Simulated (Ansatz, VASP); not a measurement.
# LiF in VASP and in Ansatz

INCAR

```
SYSTEM = LiF
ALGO = Normal
EDIFF = 1E-6
ENCUT = 520
GGA = PE
ISIF = 2
ISMEAR = 0
LASPH = .True.
LCHARG = .False.
LREAL = .False.
LWAVE = .False.
NBANDS = 18
NELM = 80
PREC = Accurate
SIGMA = 0.05
```

The input KPOINTS:

```
k-points
0
Gamma
  9 9 6
  0 0 0
```

Contents of POSCAR:

```
LiF
1.0
    3.1040325418      0.0000000000      0.0000000000
   -1.5520162709      2.6881710354      0.0000000000
    0.0000000000      0.0000000000      5.1700766017
Li F
2 2
Direct
    0.3333333333      0.6666666667      0.3810713234
    0.6666666667      0.3333333333      0.8810713234
    0.3333333333      0.6666666667      0.9939266766
    0.6666666667      0.3333333333      0.4939266766
```

Input for Ansatz:

```yaml
crystal:
  lattice:
    - [3.1040325418, 0.0, 0.0]
    - [-1.5520162709, 2.6881710354, 0.0]
    - [0.0, 0.0, 5.1700766017]
  atoms:
    - { symbol: Li, position: [0.3333333333, 0.6666666667, 0.3810713234] }
    - { symbol: Li, position: [0.6666666667, 0.3333333333, 0.8810713234] }
    - { symbol: F, position: [0.3333333333, 0.6666666667, 0.9939266766] }
    - { symbol: F, position: [0.6666666667, 0.3333333333, 0.4939266766] }
basis:
  ecutwfc: 520.0
kpoints:
  mp_grid: { grid: [9, 9, 6] }
hamiltonian:
  xc: pbe
scf:
  occupations: { method: gaussian, width: 0.05 }
output:
  forces: true
  stress: true
  eigenvalues: true
  write_density: true
  write_potential: true
  elf: true
  volumetric_format: npy
```

Alike in both runs: task single point; functional PBE; k mesh 9 × 9 × 6; occupations gaussian, width 0.05 eV; no spin polarisation.

```csv
,VASP,Ansatz
version,VASP 6.6.1,Ansatz 0.2.0
potentials or method,"VASP PAW PBE potentials, release 64 (Li_sv, F), cutoff 520 eV","scalar-relativistic, plane waves, PAW"
valence electrons in the cell,20,20
```

Ansatz gave:

| Quantity | Value |
| --- | --- |
| gap on the k mesh at the Fermi level (eV) | 7.45 |
| least direct gap on the mesh (eV) | 7.45 |
| rms of the force components (eV/Å) | 0.068 |

**Question.** Which values does VASP return?

**Answer.** gap on the k mesh at the Fermi level (eV): 7.44; least direct gap on the mesh (eV): 7.44; rms of the force components (eV/Å): 0.073.

Atom by atom the forces differ by 0.005 eV/Å (rms over components).

Noted on VASP's run: the cutoff is short for stress, so the pressure is rough.
